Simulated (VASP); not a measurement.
# WC in VASP: further runs

The runs below take WC through single point, with PBE.

All numbers are computed with VASP 6.6.1; they aren't measurements. Logs are shortened: lines on timing, memory, paths and dates and some standing lists are left out, and cuts for length are marked.

## 1. The cell of the first run

The cell holds a slab with vacuum, 24 atoms: a = 5.803 Å, b = 5.803 Å, c = 19.085 Å, α = 90.00°, β = 90.00°, γ = 120.00°.

## 2. Single point, PBE

File INCAR:

```
SYSTEM = WC
  ALGO = Normal
  EDIFF = 1E-6
  ENCUT = 520
  GGA = PE
  ISIF = 2
  ISMEAR = -1
  LASPH = .True.
  LCHARG = .True.
  LELF = .True.
  LREAL = Auto
  LVHAR = .True.
  LWAVE = .False.
  NBANDS = 126
  NELM = 80
  PREC = Accurate
  SIGMA = 0.1
```

File KPOINTS:

```
k-points
0
Gamma
  3 3 1
  0 0 0
```

File POSCAR:

```
WC
1.0
    5.8034000991      0.0000000000      0.0000000000
   -2.9017000496      5.0258919142      0.0000000000
    0.0000000000      0.0000000000     19.0850000000
W C
12 12
Direct
    0.0000000000      0.0000000000      0.0523972000
    0.0000000000      0.0000000000      0.2014106206
    0.0000000000      0.0000000000      0.3539246943
    0.0000000000      0.5000000000      0.0523972000
    0.0000000000      0.5000000000      0.2014106206
    0.0000000000      0.5000000000      0.3539246943
    0.5000000000      0.0000000000      0.0523972000
    0.5000000000      0.0000000000      0.2014106206
    0.5000000000      0.0000000000      0.3539246943
    0.5000000000      0.5000000000      0.0523972000
    0.5000000000      0.5000000000      0.2014106206
    0.5000000000      0.5000000000      0.3539246943
    0.3333333333      0.1666666667      0.1266440000
    0.3333333333      0.1666666667      0.2740444245
    0.3333333333      0.1666666667      0.4118982039
    0.3333333333      0.6666666667      0.1266440000
    0.3333333333      0.6666666667      0.2740444245
    0.3333333333      0.6666666667      0.4118982039
    0.8333333333      0.1666666667      0.1266440000
    0.8333333333      0.1666666667      0.2740444245
    0.8333333333      0.1666666667      0.4118982039
    0.8333333333      0.6666666667      0.1266440000
    0.8333333333      0.6666666667      0.2740444245
    0.8333333333      0.6666666667      0.4118982039
```

Potentials or basis: VASP PAW PBE potentials, release 64 (W_sv, C).

Command:

```sh
> cat potpaw_PBE.64/W_sv/POTCAR potpaw_PBE.64/C/POTCAR > POTCAR
> mpirun -np 1 vasp_std > vasp.out
```

OUTCAR:

```text
SYSTEM = WC
   EDIFF = 1E-6
   ENCUT = 520
   GGA = PE
   ISIF = 2
   ISMEAR = -1
   LASPH = .True.
   LREAL = Auto
   NELM = 80
   PREC = Accurate

 ion  position               nearest neighbor table
   1  0.000  0.000  0.052-  13 2.19  22 2.19  19 2.19   2 2.84   7 2.90   7 2.90  10 2.90  10 2.90
                             4 2.90   4 2.90
   2  0.000  0.000  0.201-  14 2.17  23 2.17  20 2.17  13 2.20  22 2.20  19 2.20   1 2.84   8 2.90
                             8 2.90  11 2.90  11 2.90   5 2.90   5 2.90   3 2.91
   3  0.000  0.000  0.354-  15 2.01  24 2.01  21 2.01  14 2.27  23 2.27  20 2.27   9 2.90   9 2.90
                            12 2.90  12 2.90   6 2.90   6 2.90   2 2.91
   4  0.000  0.500  0.052-  16 2.19  19 2.19  22 2.19   5 2.84  10 2.90  10 2.90   7 2.90   7 2.90
                             1 2.90   1 2.90
   5  0.000  0.500  0.201-  17 2.17  20 2.17  23 2.17  16 2.20  19 2.20  22 2.20   4 2.84  11 2.90
                            11 2.90   8 2.90   8 2.90   2 2.90   2 2.90   6 2.91
   6  0.000  0.500  0.354-  18 2.01  21 2.01  24 2.01  17 2.27  20 2.27  23 2.27  12 2.90  12 2.90
                             9 2.90   9 2.90   3 2.90   3 2.90   5 2.91
   7  0.500  0.000  0.052-  19 2.19  16 2.19  13 2.19   8 2.84   1 2.90   1 2.90   4 2.90   4 2.90
                            10 2.90  10 2.90
   8  0.500  0.000  0.201-  20 2.17  17 2.17  14 2.17  19 2.20  16 2.20  13 2.20   7 2.84   2 2.90
                             2 2.90   5 2.90   5 2.90  11 2.90  11 2.90   9 2.91
   9  0.500  0.000  0.354-  21 2.01  18 2.01  15 2.01  20 2.27  17 2.27  14 2.27   3 2.90   3 2.90
                             6 2.90   6 2.90  12 2.90  12 2.90   8 2.91
  10  0.500  0.500  0.052-  22 2.19  13 2.19  16 2.19  11 2.84   4 2.90   4 2.90   1 2.90   1 2.90
                             7 2.90   7 2.90
  11  0.500  0.500  0.201-  23 2.17  14 2.17  17 2.17  22 2.20  13 2.20  16 2.20  10 2.84   5 2.90
                             5 2.90   2 2.90   2 2.90   8 2.90   8 2.90  12 2.91
[... 19 lines left out ...]
  Lattice vectors:

 A1 = (   5.8034000991,   0.0000000000,   0.0000000000)
 A2 = (  -2.9017000496,   5.0258919142,   0.0000000000)
 A3 = (   0.0000000000,   0.0000000000,  19.0850000000)

Analysis of symmetry for initial positions (statically):
=====================================================================
 Subroutine PRICEL returns following result:

  LATTYP: Found a hexagonal cell.
 ALAT       =     2.9017000496
 C/A-ratio  =     6.5771787828

  Lattice vectors:

 A1 = (   2.9017000496,   0.0000000000,   0.0000000000)
 A2 = (  -1.4508500248,   2.5129459571,   0.0000000000)
 A3 = (   0.0000000000,   0.0000000000,  19.0850000000)

   4 primitive cells build up your supercell.

 Routine SETGRP: Setting up the symmetry group for a
 hexagonal supercell.

 Subroutine GETGRP returns: Found  6 space group operations
 (whereof  6 operations were pure point group operations)
 out of a pool of 24 trial point group operations.

The static configuration has the point symmetry C_3v.

Analysis of symmetry for dynamics (positions and initial velocities):
=====================================================================
 Subroutine PRICEL returns following result:

  LATTYP: Found a hexagonal cell.
 ALAT       =     2.9017000496
 C/A-ratio  =     6.5771787828

  Lattice vectors:

 A1 = (   2.9017000496,   0.0000000000,   0.0000000000)
 A2 = (  -1.4508500248,   2.5129459571,   0.0000000000)
 A3 = (   0.0000000000,   0.0000000000,  19.0850000000)

   4 primitive cells build up your supercell.

 Routine SETGRP: Setting up the symmetry group for a
 hexagonal supercell.

 Subroutine GETGRP returns: Found  6 space group operations
 (whereof  6 operations were pure point group operations)
 out of a pool of 24 trial point group operations.

The dynamic configuration has the point symmetry C_3v.

 Subroutine INISYM returns: Found  6 space group operations
 (whereof  6 operations are pure point group operations),
 and found     4 'primitive' translations

----------------------------------------------------------------------------------------

                                     Primitive cell

  volume of cell :     139.1643

  direct lattice vectors                    reciprocal lattice vectors
     2.901700050  0.000000000  0.000000000     0.344625558  0.198969659  0.000000000
    -1.450850025  2.512945957  0.000000000     0.000000000  0.397939318  0.000000000
     0.000000000  0.000000000 19.085000000     0.000000000  0.000000000  0.052397171

  length of vectors
     2.901700050  2.901700050 19.085000000     0.397939318  0.397939318  0.052397171

  position of ions in fractional coordinates (direct lattice)
     0.000000000  0.000000000  0.052397200
     0.000000000  0.000000000  0.201410621
     0.000000000  0.000000000  0.353924694
     0.666666667  0.333333333  0.126644000
     0.666666667  0.333333333  0.274044424
     0.666666667  0.333333333  0.411898204

  ion indices of the primitive-cell ions
   primitive index   ion index
                 1           1
                 2           2
                 3           3
                 4          19
                 5          20
                 6          21

----------------------------------------------------------------------------------------

 KPOINTS: k-points

Automatic generation of k-mesh.
 Grid dimensions read from file:
 generate k-points for:    3    3    1

 Generating k-lattice:

  Cartesian coordinates                     Fractional coordinates (reciprocal lattice)
     0.057437593  0.033161610  0.000000000     0.333333333 -0.000000000  0.000000000
     0.000000000  0.066323220  0.000000000     0.000000000  0.333333333  0.000000000
     0.000000000  0.000000000  0.052397171     0.000000000  0.000000000  1.000000000

  Length of vectors
     0.066323220  0.066323220  0.052397171

  Shift w.r.t. Gamma in fractional coordinates (k-lattice)
     0.000000000  0.000000000  0.000000000

 Subroutine IBZKPT returns following result:
 ===========================================

 Found      3 irreducible k-points:

 Following reciprocal coordinates:
            Coordinates               Weight
  0.000000  0.000000  0.000000      1.000000
  0.333333  0.000000  0.000000      6.000000
  0.333333  0.333333  0.000000      2.000000
   k-points           NKPTS =      3   k-points in BZ     NKDIM =      3   number of bands    NBANDS=    126
   number of dos      NEDOS =    301   number of ions     NIONS =     24
   total plane-waves  NPLWV = 331776
   dimension x,y,z NGX =    48 NGY =   48 NGZ =  144
   dimension x,y,z NGXF=    96 NGYF=   96 NGZF=  288
   ions per type =              12  12
   NGX,Y,Z   is equivalent  to a cutoff of  13.75, 13.75, 12.54 a.u.
   NGXF,Y,Z  is equivalent  to a cutoff of  27.50, 27.50, 25.09 a.u.
 SYSTEM =  WC
   PREC   = accura    normal or accurate (medium, high low for compatibility)
   ISTART =      0    job   : 0-new  1-cont  2-samecut
   ICHARG =      2    charge: 1-file 2-atom 10-const
   ISPIN  =      1    spin polarized calculation?
   LNONCOLLINEAR =      F non collinear calculations
   LSORBIT =      F    spin-orbit coupling
   LASPH  =      T    aspherical Exc in radial PAW
   ENCUT  =  520.0 eV  38.22 Ry    6.18 a.u.  10.79 10.79 35.49*2*pi/ulx,y,z
   NELM   =     80;   NELMIN=  2; NELMDL= -5     # of ELM steps
   EDIFF  = 0.1E-05   stopping-criterion for ELM
   LREAL  =      T    real-space projection
   EDIFFG = 0.1E-04   stopping-criterion for IOM
   NSW    =      0    number of steps for IOM
   IBRION =     -1    ionic relax: 0-MD 1-quasi-New 2-CG
   NFREE  =      0    steps in history (QN), initial steepest desc. (CG)
   ISIF   =      2    stress and relaxation
   ISYM   =      2    0-nonsym 1-usesym 2-fastsym
   POTIM  = 0.5000    time-step for ionic-motion
   TEBEG  =    0.0;   TEEND  =   0.0 temperature during run
   PSTRESS=    0.0 pullay stress
   NELECT =     216.0000    total number of electrons
   NUPDOWN=      -1.0000    fix difference up-down
   EMIN   =  10.00;   EMAX   =-10.00  energy-range for DOS
   EFERMI =   0.00;   METHOD = LEGACY
   ISMEAR =    -1;   SIGMA  =   0.10  broadening in eV -4-tet -1-fermi 0-gaus
   EFERMI_NEDOS =   21; number of points for ismear=-14 and -15
   IALGO  =     38    algorithm
   IMIX   =      4    mixing-type and parameters
     AMIX     =   0.40;   BMIX     =  1.00
     AMIX_MAG =   1.60;   BMIX_MAG =  1.00
  volume/ion in A,a.u.               =      23.19       156.52
  Fermi-wavevector in a.u.,A,eV,Ry     =   1.194071  2.256467 19.399261  1.425805
  Thomas-Fermi vector in A             =   2.330070
   LORBIT       =      0    0 simple, 1 ext, 2 COOP (PROOUT), +10 PAW based schemes
   GGA     = PE    functional components
   LHFCALC =     F    Hartree Fock is set to
   AEXX    =    0.0000 exact exchange contribution
   IVDW    =     0    specifies the selected vdW correction
   LEPSILON=     F    determine dielectric tensor
   LRPA    =     F    only Hartree local field effects (RPA)
 non-spin polarized calculation
  energy-cutoff  :      520.00
  volume of cell :      556.66
 maximum number of plane-waves:     14997
 NGX is ok and might be reduce to    48
   NGX = 21   NGY = 21   NGZ = 71

 number of electron     215.9999970 magnetization

 Free energy of the ion-electron system (eV)
  ---------------------------------------------------
  ext. energy  EPLUGINS =         0.00000000
  ---------------------------------------------------
  free energy    TOTEN  =      -252.19157840 eV

  energy without entropy =     -252.07933439  energy(sigma->0) =     -252.13545639

 E-fermi :   2.1122     XC(G=0):  -7.2189

 val. band max:        1.8516608623   @ k =   0.0000   0.0000   0.0000
 cond. band min:       2.1577979709   @ k =   0.0000   0.0000   0.0000
 fundamental gap:      0.3061371085
 Fermi energy:         2.1122437695

 k-point     1 :       0.0000    0.0000    0.0000
  band No.  band energies     occupation
      1     -72.1063      2.00000
      2     -72.0471      2.00000
      3     -72.0471      2.00000
      4     -72.0471      2.00000
      5     -72.0023      2.00000
      6     -71.9854      2.00000
[... 358 lines left out ...]
    119       3.9803      0.00000
    120       4.1141      0.00000
 [bands above 120 left out]

------------------------ aborting loop because EDIFF is reached ----------------------------------------

  FORCE on cell =-STRESS in cart. coord.  units (eV):
  Direction    XX          YY          ZZ          XY          YZ          ZX
  --------------------------------------------------------------------------------------
  -------------------------------------------------------------------------------------
  Total       12.0116351     12.0116351     -3.2082540     -0.0000000      0.0000000     -0.0000000
  in kB       34.5720309     34.5720309     -9.2340348     -0.0000000      0.0000000     -0.0000000
  external PRESSURE =      19.9700090 kB  Pullay stress =       0.0000000 kB

 VOLUME and BASIS-vectors are now :
 -----------------------------------------------------------------------------
  energy-cutoff  :      520.00
  volume of cell :      556.66
      direct lattice vectors                 reciprocal lattice vectors
     5.803400099  0.000000000  0.000000000     0.172312779  0.099484829  0.000000000
    -2.901700050  5.025891914  0.000000000     0.000000000  0.198969659  0.000000000
     0.000000000  0.000000000 19.085000000     0.000000000  0.000000000  0.052397171

 POSITION                                       TOTAL-FORCE (eV/Angst)
 -----------------------------------------------------------------------------------
      0.00000      0.00000      1.00000        -0.000000      0.000000      0.765394
      0.00000      0.00000      3.84392        -0.000000     -0.000000      0.027836
      0.00000      0.00000      6.75465         0.000000      0.000000      0.008253
     -1.45085      2.51295      1.00000        -0.000000      0.000000      0.765394
     -1.45085      2.51295      3.84392        -0.000000     -0.000000      0.027836
     -1.45085      2.51295      6.75465        -0.000000     -0.000000      0.008253
[... 16 lines left out ...]
      2.90170      3.35059      5.23014         0.000000     -0.000000     -0.010357
      2.90170      3.35059      7.86108        -0.000000      0.000000      0.056952
 -----------------------------------------------------------------------------------
    total drift:                                0.000000     -0.000000      0.107551

  FREE ENERGIE OF THE ION-ELECTRON SYSTEM (eV)
  ---------------------------------------------------
  free  energy   TOTEN  =      -252.1915783982 eV

  energy  without entropy=     -252.0793343856  energy(sigma->0) =     -252.13545639
```

It took 29 min on 1 thread of Intel Xeon 8259CL, shared host; peak memory 0.73 GiB.

What came out:

```yaml
Free_energy: -252.1916 eV
Largest_force: 0.848 eV/Å
Band_gap_on_the_k_mesh: zero (bands 108 and 109 overlap by 1.02 eV)
```

Forces on the atoms (eV/Å):
```
W    0.000  0.000  0.765
W    0.000  0.000  0.028
W    0.000  0.000  0.008
W    0.000  0.000  0.765
W    0.000  0.000  0.028
W    0.000  0.000  0.008
W    0.000  0.000  0.765
W    0.000  0.000  0.028
W    0.000  0.000  0.008
W    0.000  0.000  0.765
W    0.000  0.000  0.028
W    0.000  0.000  0.008
C    0.000  0.000 -0.848
C    0.000  0.000 -0.010
C    0.000  0.000  0.057
C    0.000  0.000 -0.848
C    0.000  0.000 -0.010
C    0.000  0.000  0.057
C    0.000  0.000 -0.848
C    0.000  0.000 -0.010
C    0.000  0.000  0.057
C    0.000  0.000 -0.848
C    0.000  0.000 -0.010
C    0.000  0.000  0.057
```

Caveat: the k points lie up to 0.42 Å⁻¹ apart, too coarse for converged energies and pressures of a metal; spin-orbit coupling is left out, which moves the levels of the heavy elements.

(Continued in part 2 of 2.)
